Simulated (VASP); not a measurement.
# BaTiO3 (P4mm) in VASP: single point with r2SCAN

Aim: the single point of BaTiO3 with r2SCAN.

Everything below comes from runs of VASP 6.6.1. Logs are shortened: lines on timing, memory, paths and dates and some standing lists are left out, and cuts for length are marked.

## Step 1: The cell of the first run

It takes space group P4mm (No. 99, tetragonal). Conventional cell: a = 3.977 Å, b = 3.977 Å, c = 3.995 Å, α = 90.00°, β = 90.00°, γ = 90.00°. Within 3.7 Å of Ba (site symmetry 4mm) lie 12 O at 2.78 to 2.86 Å and 8 Ti at 3.41 to 3.49 Å. Ti (site symmetry 4mm) has 6 O at 1.86 to 2.13 Å within 2.5 Å. O (site symmetry 4mm) has 2 Ti at 1.86 to 2.13 Å within 2.5 Å. Within 2.6 Å of O (site symmetry 2mm) lie 2 Ti at 1.99 Å.

## Step 2: Single point, r2SCAN, collinear spin, zero start

The input, POSCAR:

```
BaTiO3
1.0
    3.9771739100      0.0000000000      0.0000000000
    0.0000000000      3.9771739100      0.0000000000
    0.0000000000      0.0000000000      7.9905419100
Ba Ti O
2 2 6
Direct
    0.0000000000      0.0000000000      0.0000000000
    0.0000000000      0.0000000000      0.5000000000
    0.5000000000      0.5000000000      0.2410000000
    0.5000000000      0.5000000000      0.7410000000
    0.5000000000      0.5000000000      0.0080000000
    0.5000000000      0.5000000000      0.5080000000
    0.5000000000      0.0000000000      0.2575000000
    0.5000000000      0.0000000000      0.7575000000
    0.0000000000      0.5000000000      0.2575000000
    0.0000000000      0.5000000000      0.7575000000
```

The input, INCAR.step1:

```
  PREC = Accurate
  ENCUT = 520
  ISMEAR = -1
  SIGMA = 0.1
  LREAL = False
  LASPH = True
  NELM = 150
  ISPIN = 2
  MAGMOM = 0 0 0 0 0 0 0 0 0 0
  LMAXMIX = 4
  NBANDS = 55
  GGA = PE
  ALGO = Normal
  EDIFF = 1E-4
  LWAVE = True
  LCHARG = False
```

The input, INCAR.step2:

```
  PREC = Accurate
  ENCUT = 520
  EDIFF = 1E-6
  ISMEAR = -1
  SIGMA = 0.1
  LREAL = False
  LASPH = True
  NELM = 150
  ALGO = Normal
  ISIF = 2
  LWAVE = False
  LCHARG = False
  ISPIN = 2
  MAGMOM = 0 0 0 0 0 0 0 0 0 0
  LORBIT = 11
  LMAXMIX = 4
  METAGGA = R2SCAN
  LMIXTAU = True
  NBANDS = 55
  ISTART = 1
```

The input, KPOINTS:

```
regular mesh
0
Gamma
  6 6 3
```

Potentials or basis: VASP PAW PBE potentials, release 64 (Ba_sv, Ti_sv, O).

The run is started by

```sh
cat potpaw_PBE.64/Ba_sv/POTCAR potpaw_PBE.64/Ti_sv/POTCAR potpaw_PBE.64/O/POTCAR > POTCAR
cp INCAR.step1 INCAR
mpirun -np 1 vasp_std > vasp.out
cp INCAR.step2 INCAR
mpirun -np 1 vasp_std > vasp.out
```

OUTCAR:

```text
PREC = Accurate
   ENCUT = 520
   EDIFF = 1E-6
   ISMEAR = -1
   LREAL = False
   LASPH = True
   NELM = 150
   ISIF = 2
   ISPIN = 2
   LORBIT = 11
   METAGGA = R2SCAN
   ISTART = 1

 ion  position               nearest neighbor table
   1  0.000  0.000  0.000-   8 2.78  10 2.78  10 2.78   8 2.78   5 2.81   5 2.81   5 2.81   5 2.81
                             9 2.86   7 2.86   9 2.86   7 2.86   3 3.41   3 3.41   3 3.41   3 3.41
   2  0.000  0.000  0.500-   7 2.78   9 2.78   9 2.78   7 2.78   6 2.81   6 2.81   6 2.81   6 2.81
                             8 2.86  10 2.86   8 2.86  10 2.86   4 3.41   4 3.41   4 3.41   4 3.41
   3  0.500  0.500  0.241-   5 1.86   7 1.99   9 1.99   7 1.99   9 1.99   6 2.13   1 3.41   1 3.41
                             1 3.41   1 3.41   2 3.49   2 3.49   2 3.49   2 3.49
   4  0.500  0.500  0.741-   6 1.86   8 1.99  10 1.99   8 1.99  10 1.99   5 2.13   2 3.41   2 3.41
                             2 3.41   2 3.41   1 3.49   1 3.49   1 3.49   1 3.49
   5  0.500  0.500  0.008-   3 1.86   4 2.13   1 2.81   1 2.81   1 2.81   1 2.81
   6  0.500  0.500  0.508-   4 1.86   3 2.13   2 2.81   2 2.81   2 2.81   2 2.81
   7  0.500  0.000  0.258-   3 1.99   3 1.99   2 2.78   2 2.78   1 2.86   1 2.86
   8  0.500  0.000  0.758-   4 1.99   4 1.99   1 2.78   1 2.78   2 2.86   2 2.86
   9  0.000  0.500  0.258-   3 1.99   3 1.99   2 2.78   2 2.78   1 2.86   1 2.86
  10  0.000  0.500  0.758-   4 1.99   4 1.99   1 2.78   1 2.78   2 2.86   2 2.86
[... 7 lines left out ...]
 A1 = (   3.9771739100,   0.0000000000,   0.0000000000)
 A2 = (   0.0000000000,   3.9771739100,   0.0000000000)
 A3 = (   0.0000000000,   0.0000000000,   7.9905419100)

Analysis of symmetry for initial positions (statically):
=====================================================================
 Subroutine PRICEL returns following result:

  LATTYP: Found a simple tetragonal cell.
 ALAT       =     3.9771739100
 C/A-ratio  =     1.0045502272
[... 12 lines left out ...]
 Subroutine GETGRP returns: Found  8 space group operations
 (whereof  8 operations were pure point group operations)
 out of a pool of 16 trial point group operations.

The static configuration has the point symmetry C_4v.

Analysis of symmetry for dynamics (positions and initial velocities):
=====================================================================
 Subroutine PRICEL returns following result:

  LATTYP: Found a simple tetragonal cell.
 ALAT       =     3.9771739100
 C/A-ratio  =     1.0045502272
[... 12 lines left out ...]
 Subroutine GETGRP returns: Found  8 space group operations
 (whereof  8 operations were pure point group operations)
 out of a pool of 16 trial point group operations.

The dynamic configuration has the point symmetry C_4v.

Analysis of structural, dynamic, and magnetic symmetry:
=====================================================================
 Subroutine PRICEL returns following result:

  LATTYP: Found a simple tetragonal cell.
 ALAT       =     3.9771739100
[... 181 lines left out ...]
      3     -30.3275      1.00000
      4     -30.2663      1.00000
      5     -30.2163      1.00000
      6     -30.2163      1.00000
[... 1089 lines left out ...]
     51      11.8985      0.00000
     52      11.9005      0.00000
 Fermi energy:         4.8490228998

 spin component 2

 k-point     1 :       0.0000    0.0000    0.0000
  band No.  band energies     occupation
      1     -55.0494      1.00000
      2     -55.0482      1.00000
      3     -30.3275      1.00000
      4     -30.2663      1.00000
      5     -30.2163      1.00000
      6     -30.2163      1.00000
[... 1089 lines left out ...]
     51      11.8985      0.00000
     52      11.9006      0.00000
 [bands above 52 left out]

------------------------ aborting loop because EDIFF is reached ----------------------------------------

  FORCE on cell =-STRESS in cart. coord.  units (eV):
  Direction    XX          YY          ZZ          XY          YZ          ZX
  --------------------------------------------------------------------------------------
  -------------------------------------------------------------------------------------
  Total        3.5960583      3.5960583      4.9712182      0.0000000      0.0000000      0.0000000
  in kB       45.5839452     45.5839452     63.0155906      0.0000000      0.0000000      0.0000000
  external PRESSURE =      51.3944937 kB  Pullay stress =       0.0000000 kB

 VOLUME and BASIS-vectors are now :
 -----------------------------------------------------------------------------
  energy-cutoff  :      520.00
  volume of cell :      126.39
      direct lattice vectors                 reciprocal lattice vectors
     3.977173910  0.000000000  0.000000000     0.251434818  0.000000000  0.000000000
     0.000000000  3.977173910  0.000000000     0.000000000  0.251434818  0.000000000
     0.000000000  0.000000000  7.990541910     0.000000000  0.000000000  0.125147958

 POSITION                                       TOTAL-FORCE (eV/Angst)
 -----------------------------------------------------------------------------------
      0.00000      0.00000      0.00000        -0.000000      0.000000     -0.056179
      0.00000      0.00000      3.99527        -0.000000      0.000000     -0.056179
      1.98859      1.98859      1.92572        -0.000000     -0.000000      0.230116
      1.98859      1.98859      5.92099         0.000000      0.000000      0.230116
      1.98859      1.98859      0.06392        -0.000000     -0.000000      0.205395
      1.98859      1.98859      4.05920        -0.000000     -0.000000      0.205395
      1.98859      0.00000      2.05756        -0.000000     -0.000000     -0.189666
      1.98859      0.00000      6.05284        -0.000000      0.000000     -0.189666
      0.00000      1.98859      2.05756        -0.000000      0.000000     -0.189666
      0.00000      1.98859      6.05284        -0.000000      0.000000     -0.189666
 -----------------------------------------------------------------------------------
    total drift:                                0.000000      0.000000     -0.036652

  FREE ENERGIE OF THE ION-ELECTRON SYSTEM (eV)
  ---------------------------------------------------
  free  energy   TOTEN  =      -148.4417531046 eV

  energy  without entropy=     -148.4417483055  energy(sigma->0) =     -148.44175071

 total charge

# of ion       s       p       d       tot
------------------------------------------
    1        2.020   5.673   0.316   8.009
    2        2.020   5.673   0.316   8.009
    3        2.214   6.281   1.678  10.174
    4        2.214   6.281   1.678  10.174
    5        1.572   3.510   0.000   5.082
    6        1.572   3.510   0.000   5.082
    7        1.568   3.509   0.000   5.077
    8        1.568   3.509   0.000   5.077
    9        1.568   3.509   0.000   5.077
   10        1.568   3.509   0.000   5.077
--------------------------------------------------
tot         17.885  44.962   3.989  66.835

 magnetization (x)

# of ion       s       p       d       tot
------------------------------------------
    1       -0.000  -0.000  -0.000  -0.000
    2       -0.000  -0.000  -0.000  -0.000
    3       -0.000  -0.000  -0.000  -0.000
    4       -0.000  -0.000  -0.000  -0.000
    5        0.000   0.000   0.000   0.000
    6        0.000   0.000   0.000   0.000
    7        0.000   0.000   0.000   0.000
    8        0.000   0.000   0.000   0.000
    9        0.000   0.000   0.000   0.000
   10        0.000   0.000   0.000   0.000
--------------------------------------------------
tot          0.000   0.000  -0.000   0.000
```

It took 20 min on 1 thread of Intel Xeon Platinum 8259CL at 2.50GHz (Skylake/Cascade Lake), shared host; peak memory 0.43 GiB.

Results:

| Item | Value |
| --- | --- |
| Free energy | -148.4418 eV |
| Pressure | 5.1 GPa |
| Largest force | 0.230 eV/Å |
| Band gap on the k mesh | 2.21 eV |
| Net moment | 0.00 μB per cell |
| Valence electrons inside the program's atomic spheres | Ba 8.01; Ti 10.17; O 5.08 |

Forces in eV/Å, atoms in the order of the input:
```
Ba   0.000  0.000 -0.056
Ba   0.000  0.000 -0.056
Ti   0.000  0.000  0.230
Ti   0.000  0.000  0.230
O    0.000  0.000  0.205
O    0.000  0.000  0.205
O    0.000  0.000 -0.190
O    0.000  0.000 -0.190
O    0.000  0.000 -0.190
O    0.000  0.000 -0.190
```

Stress tensor (GPa, compression positive):
```
4.56 0.00 0.00
0.00 4.56 0.00
0.00 0.00 6.30
```

Caveat: the cell stands under pressure; the PAW data sets were made with another functional, which shifts forces and pressure a little; spin-orbit coupling is left out, which moves the levels of the heavy elements. A k mesh can miss the band edges.
